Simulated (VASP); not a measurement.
The system is InH3.

```
In H
1.0
     3.46126    0.00000    0.00000
     0.00000    3.46126    0.00000
     0.00000    0.00000    3.46126
In H
1 3
Direct
  0.00000 0.00000 0.00000
  0.00000 0.50000 0.50000
  0.50000 0.00000 0.50000
  0.50000 0.50000 0.00000
```

```yaml
Program: VASP 6.6.1
Task: relaxation of cell and atoms
Functional: PBE
Potentials_or_basis: VASP PAW PBE potentials, release 64 (In_d, H)
Cutoff: 600 eV
k_mesh: 6 × 6 × 6
Occupations: gaussian, width 0.1 eV
Spin: no spin polarisation
```

At the start: pressure -7.0 GPa; volume 10.37 Å³/atom.

Question: How do energy, volume and symmetry change on relaxing?

Answer: Over 4 steps the energy falls by 37.8 meV/atom and the volume is 8.87 Å³/atom (-14.5 %); space group Pm-3m (No. 221, to 0.05 Å).

Step by step:
```tsv
step	energy change (eV)	largest force (eV/Å)	pressure (GPa)	volume (Å³)
1	0.0000	0.0000	-7.01	41.47
2	-0.0993	0.0000	-4.71	38.80
3	-0.1494	0.0000	-1.04	36.13
4	-0.1513	0.0000	0.20	35.46
```

Final structure:
```
In H
1.0
     3.28537    0.00000    0.00000
     0.00000    3.28537    0.00000
     0.00000    0.00000    3.28537
In H
1 3
Cartesian
  0.0000 0.0000 0.0000
  0.0000 1.6427 1.6427
  1.6427 0.0000 1.6427
  1.6427 1.6427 0.0000
```
